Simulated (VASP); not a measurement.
Input of a VASP 6.6.1 run:

Contents of INCAR:

```
SYSTEM = Br
PREC = Accurate
ENCUT = 500
EDIFF = 1E-7
ISMEAR = -1
SIGMA = 0.02
LREAL = .False.
LASPH = .True.
NELM = 120
ALGO = Normal
ISIF = 3
LWAVE = .False.
LCHARG = .False.
GGA = PE
IBRION = 2
NSW = 80
EDIFFG = -0.03
GGA_COMPAT = .False.
NELMIN = 4
```

KPOINTS

```
regular mesh
0
Gamma
  15 15 15
  0 0 0
```

Contents of POSCAR:

```
Br
1.0
    0.0000000000      2.3550000000      2.3550000000
    2.3550000000      0.0000000000      2.3550000000
    2.3550000000      2.3550000000      0.0000000000
Br
1
Direct
    0.0000000000      0.0000000000      0.0000000000
```

Potentials or basis: VASP PAW PBE potentials, release 64 (Br).

The run is started by

```bash
$ cat potpaw_PBE.64/Br/POTCAR > POTCAR
$ mpirun -np 1 vasp_std > vasp.out
```

Problem. Estimate the space group after relaxing (to 0.1 Å).

Solution. Fm-3m (No. 225).

Problem. Predict the relaxed volume.

Solution. 26.26 Å³/atom.

The path:
| step | energy change (eV) | largest force (eV/Å) | pressure (GPa) | volume (Å³) |
| --- | --- | --- | --- | --- |
| 1 | 0.0000 | 0.0000 | 0.22 | 26.12 |
| 2 | -0.0001 | 0.0000 | 0.07 | 26.26 |

Caveat: an odd number of electrons without spin polarisation forces a metal; a magnetic or distorted state may lie lower.
